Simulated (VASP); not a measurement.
# SiC (F-43m) in VASP: notebook

Runs on SiC. Level: PBE. Tasks: single point.

Program: VASP 6.6.1. These are calculated values, not measurements. Logs are shortened: lines on timing, memory, paths and dates and some standing lists are left out, and cuts for length are marked.

**1. The cell of the first run**

The structure is cubic, space group F-43m (No. 216). Conventional cell: a = 4.105 Å, b = 4.105 Å, c = 4.105 Å, α = 90.00°, β = 90.00°, γ = 90.00°. Si (site symmetry -43m) has 4 C at 1.78 Å within 2.4 Å. Within 2.4 Å of C (site symmetry -43m) lie 4 Si at 1.78 Å.

**2. Single point, PBE, non-collinear spin, zero start, spin-orbit coupling**

The input, INCAR:

```
ALGO = Normal
EDIFF = 1E-6
ENCUT = 520
GGA = PE
GGA_COMPAT = False
ISIF = 2
ISMEAR = 0
LASPH = True
LCHARG = False
LORBIT = 11
LORBMOM = True
LREAL = False
LSORBIT = True
LWAVE = False
MAGMOM = 0 0 0 0 0 0
NBANDS = 20
NELM = 150
PREC = Accurate
SIGMA = 0.02
```

The input, KPOINTS:

```
k-points
0
Gamma
  12 12 12
```

The input, POSCAR:

```
SiC
1.0
    0.0000000000      2.0525939829      2.0525939829
    2.0525939829      0.0000000000      2.0525939829
    2.0525939829      2.0525939829      0.0000000000
Si C
1 1
Direct
    0.2500000000      0.2500000000      0.2500000000
    0.0000000000      0.0000000000      0.0000000000
```

Potentials or basis: VASP PAW PBE potentials, release 64 (Si, C).

Run with:

```sh
> cat potpaw_PBE.64/Si/POTCAR potpaw_PBE.64/C/POTCAR > POTCAR
> mpirun -np 1 vasp_ncl > vasp.out
```

OUTCAR:

```text
EDIFF = 1E-6
   ENCUT = 520
   GGA = PE
   ISIF = 2
   ISMEAR = 0
   LASPH = True
   LORBIT = 11
   LREAL = False
   LSORBIT = True
   NELM = 150
   PREC = Accurate

 ion  position               nearest neighbor table
   1  0.250  0.250  0.250-   2 1.78   2 1.78   2 1.78   2 1.78
   2  0.000  0.000  0.000-   1 1.78   1 1.78   1 1.78   1 1.78

  LATTYP: Found a face centered cubic cell.
 ALAT       =     4.1051879658

  Lattice vectors:

 A1 = (   0.0000000000,   2.0525939829,   2.0525939829)
 A2 = (   2.0525939829,   0.0000000000,   2.0525939829)
 A3 = (   2.0525939829,   2.0525939829,   0.0000000000)

Analysis of symmetry for initial positions (statically):
=====================================================================
 Subroutine PRICEL returns:
 Original cell was already a primitive cell.

 Routine SETGRP: Setting up the symmetry group for a
 face centered cubic supercell.

 Subroutine GETGRP returns: Found 24 space group operations
 (whereof 24 operations were pure point group operations)
 out of a pool of 48 trial point group operations.

The static configuration has the point symmetry T_d .

Analysis of symmetry for dynamics (positions and initial velocities):
=====================================================================
 Subroutine PRICEL returns:
 Original cell was already a primitive cell.

 Routine SETGRP: Setting up the symmetry group for a
 face centered cubic supercell.

 Subroutine GETGRP returns: Found 24 space group operations
 (whereof 24 operations were pure point group operations)
 out of a pool of 48 trial point group operations.

The dynamic configuration has the point symmetry T_d .

Analysis of structural, dynamic, and magnetic symmetry:
=====================================================================
 Subroutine PRICEL returns:
 Original cell was already a primitive cell.

 Routine SETGRP: Setting up the symmetry group for a
 face centered cubic supercell.

 Subroutine GETGRP returns: Found 24 space group operations
 (whereof 24 operations were pure point group operations)
 out of a pool of 48 trial point group operations.

The overall configuration has the point symmetry T_d .

 Subroutine INISYM returns: Found 24 space group operations
 (whereof 24 operations are pure point group operations),
 and found     1 'primitive' translations

----------------------------------------------------------------------------------------

                                     Primitive cell

  volume of cell :      17.2957

  direct lattice vectors                    reciprocal lattice vectors
     0.000000000  2.052593983  2.052593983    -0.243594205  0.243594205  0.243594205
     2.052593983  0.000000000  2.052593983     0.243594205 -0.243594205  0.243594205
     2.052593983  2.052593983  0.000000000     0.243594205  0.243594205 -0.243594205

  length of vectors
     2.902806249  2.902806249  2.902806249     0.421917540  0.421917540  0.421917540

  position of ions in fractional coordinates (direct lattice)
     0.250000000  0.250000000  0.250000000
     0.000000000  0.000000000  0.000000000

  ion indices of the primitive-cell ions
   primitive index   ion index
                 1           1
                 2           2

----------------------------------------------------------------------------------------

 KPOINTS: k-points

Automatic generation of k-mesh.
 Grid dimensions read from file:
 generate k-points for:   12   12   12

 Generating k-lattice:

  Cartesian coordinates                     Fractional coordinates (reciprocal lattice)
    -0.020299517  0.020299517  0.020299517     0.083333333  0.000000000  0.000000000
     0.020299517 -0.020299517  0.020299517     0.000000000  0.083333333  0.000000000
     0.020299517  0.020299517 -0.020299517     0.000000000  0.000000000  0.083333333

  Length of vectors
     0.035159795  0.035159795  0.035159795

  Shift w.r.t. Gamma in fractional coordinates (k-lattice)
[... 83 lines left out ...]
 Gauss-broadening in eV      SIGMA  =   0.02
  energy-cutoff  :      520.00
  volume of cell :       17.30
 maximum number of plane-waves:       974
 NGX is ok and might be reduce to    24
   NGX = 11   NGY = 11   NGZ = 11

 number of electron       8.0000001 magnetization      -0.0000000      0.0000000      0.0000000

 number of electron       8.0000001 magnetization       0.0000000      0.0000000      0.0000000

 number of electron       8.0000001 magnetization      -0.0000000     -0.0000000     -0.0000000

 Free energy of the ion-electron system (eV)
  ---------------------------------------------------
  ext. energy  EPLUGINS =         0.00000000
  ---------------------------------------------------
  free energy    TOTEN  =       -14.46886935 eV

  energy without entropy =      -14.46886935  energy(sigma->0) =      -14.46886935

 E-fermi :  10.4453     XC(G=0): -12.1570

 val. band max:       10.2513253799   @ k =   0.0000   0.0000   0.0000
 cond. band min:      11.4153448217   @ k =   0.5000   0.5000   0.0000
 fundamental gap:      1.1640194418
 Fermi energy:        10.4453343261

 k-point     1 :       0.0000    0.0000    0.0000
  band No.  band energies     occupation
      1      -6.6316      1.00000
      2      -6.6316      1.00000
      3      10.2370      1.00000
      4      10.2370      1.00000
      5      10.2513      1.00000
      6      10.2513      1.00000
[... 541 lines left out ...]
     19      28.0279      0.00000
     20      28.0375      0.00000

 [... further k-points ...]
[... 5 lines left out ...]
  --------------------------------------------------------------------------------------
  -------------------------------------------------------------------------------------
  Total        6.4550481      6.4550481      6.4550481      0.0000000      0.0000000      0.0000000
  in kB      597.9583246    597.9583246    597.9583246      0.0000000      0.0000000      0.0000000
  external PRESSURE =     597.9583246 kB  Pullay stress =       0.0000000 kB

 VOLUME and BASIS-vectors are now :
 -----------------------------------------------------------------------------
  energy-cutoff  :      520.00
  volume of cell :       17.30
      direct lattice vectors                 reciprocal lattice vectors
     0.000000000  2.052593983  2.052593983    -0.243594205  0.243594205  0.243594205
     2.052593983  0.000000000  2.052593983     0.243594205 -0.243594205  0.243594205
     2.052593983  2.052593983  0.000000000     0.243594205  0.243594205 -0.243594205

 POSITION                                       TOTAL-FORCE (eV/Angst)
 -----------------------------------------------------------------------------------
      1.02630      1.02630      1.02630         0.000000     -0.000000      0.000000
      0.00000      0.00000      0.00000        -0.000000      0.000000     -0.000000
 -----------------------------------------------------------------------------------
    total drift:                               -0.000000     -0.000000     -0.000000

  FREE ENERGIE OF THE ION-ELECTRON SYSTEM (eV)
  ---------------------------------------------------
  free  energy   TOTEN  =       -14.4688693458 eV

  energy  without entropy=      -14.4688693458  energy(sigma->0) =      -14.46886935

 orbital moment (x)

 # of ion     p       tot
 --------------------------------
  1         0.000   0.000
  2         0.000   0.000
 --------------------------------
            0.000   0.000

 orbital moment (y)

 # of ion     p       tot
 --------------------------------
  1         0.000   0.000
  2         0.000   0.000
 --------------------------------
            0.000   0.000

 orbital moment (z)

 # of ion     p       tot
 --------------------------------
  1         0.000   0.000
  2         0.000   0.000
 --------------------------------
            0.000   0.000

 Spin-Orbit-Coupling matrix elements

 Ion:    1  E_soc:     -0.0002944
 l=   1
     0.0000000    -0.0000491    -0.0000491
    -0.0000491     0.0000000    -0.0000491
    -0.0000491    -0.0000491     0.0000000
 l=   2
     0.0000000     0.0000000     0.0000000     0.0000000     0.0000000
     0.0000000     0.0000000     0.0000000     0.0000000     0.0000000
     0.0000000     0.0000000     0.0000000     0.0000000     0.0000000
     0.0000000     0.0000000     0.0000000     0.0000000     0.0000000
     0.0000000     0.0000000     0.0000000     0.0000000     0.0000000
 l=   3
     0.0000000     0.0000000     0.0000000     0.0000000     0.0000000     0.0000000     0.0000000
     0.0000000     0.0000000     0.0000000     0.0000000     0.0000000     0.0000000     0.0000000
     0.0000000     0.0000000     0.0000000     0.0000000     0.0000000     0.0000000     0.0000000
     0.0000000     0.0000000     0.0000000     0.0000000     0.0000000     0.0000000     0.0000000
     0.0000000     0.0000000     0.0000000     0.0000000     0.0000000     0.0000000     0.0000000
     0.0000000     0.0000000     0.0000000     0.0000000     0.0000000     0.0000000     0.0000000
     0.0000000     0.0000000     0.0000000     0.0000000     0.0000000     0.0000000     0.0000000

 Ion:    2  E_soc:     -0.0000178
 l=   1
     0.0000000    -0.0000030    -0.0000030
    -0.0000030     0.0000000    -0.0000030
    -0.0000030    -0.0000030     0.0000000
 l=   2
     0.0000000     0.0000000     0.0000000     0.0000000     0.0000000
     0.0000000     0.0000000     0.0000000     0.0000000     0.0000000
     0.0000000     0.0000000     0.0000000     0.0000000     0.0000000
     0.0000000     0.0000000     0.0000000     0.0000000     0.0000000
     0.0000000     0.0000000     0.0000000     0.0000000     0.0000000
 l=   3
     0.0000000     0.0000000     0.0000000     0.0000000     0.0000000     0.0000000     0.0000000
     0.0000000     0.0000000     0.0000000     0.0000000     0.0000000     0.0000000     0.0000000
     0.0000000     0.0000000     0.0000000     0.0000000     0.0000000     0.0000000     0.0000000
     0.0000000     0.0000000     0.0000000     0.0000000     0.0000000     0.0000000     0.0000000
     0.0000000     0.0000000     0.0000000     0.0000000     0.0000000     0.0000000     0.0000000
     0.0000000     0.0000000     0.0000000     0.0000000     0.0000000     0.0000000     0.0000000
     0.0000000     0.0000000     0.0000000     0.0000000     0.0000000     0.0000000     0.0000000

 total charge

# of ion       s       p       d       tot
------------------------------------------
    1        0.732   1.121   0.000   1.853
    2        0.867   1.891   0.000   2.758
--------------------------------------------------
tot          1.599   3.011   0.000   4.611

 magnetization (x)

# of ion       s       p       d       tot
------------------------------------------
    1        0.000  -0.000   0.000   0.000
    2       -0.000   0.000   0.000  -0.000
--------------------------------------------------
tot         -0.000   0.000   0.000  -0.000

 magnetization (y)

# of ion       s       p       d       tot
------------------------------------------
    1        0.000   0.000   0.000   0.000
    2       -0.000  -0.000   0.000  -0.000
--------------------------------------------------
tot         -0.000  -0.000   0.000  -0.000

 magnetization (z)

# of ion       s       p       d       tot
------------------------------------------
    1        0.000  -0.000   0.000  -0.000
    2        0.000  -0.000   0.000  -0.000
--------------------------------------------------
tot          0.000  -0.000   0.000  -0.000
```

It took 29 s on 1 thread of Intel Xeon 6975P-C (Granite Rapids), shared host; peak memory 0.22 GiB.

Results:

- Free energy: -14.4689 eV
- Pressure: 59.8 GPa
- Net moment: 0.00 μB per cell
- Valence electrons inside the program's atomic spheres: Si 1.85; C 2.76

Moments on the atoms (μB; x, y, z):
```
Si  0.00 0.00 0.00
C   0.00 0.00 0.00
```

(Part 1 of 2 ends here.)
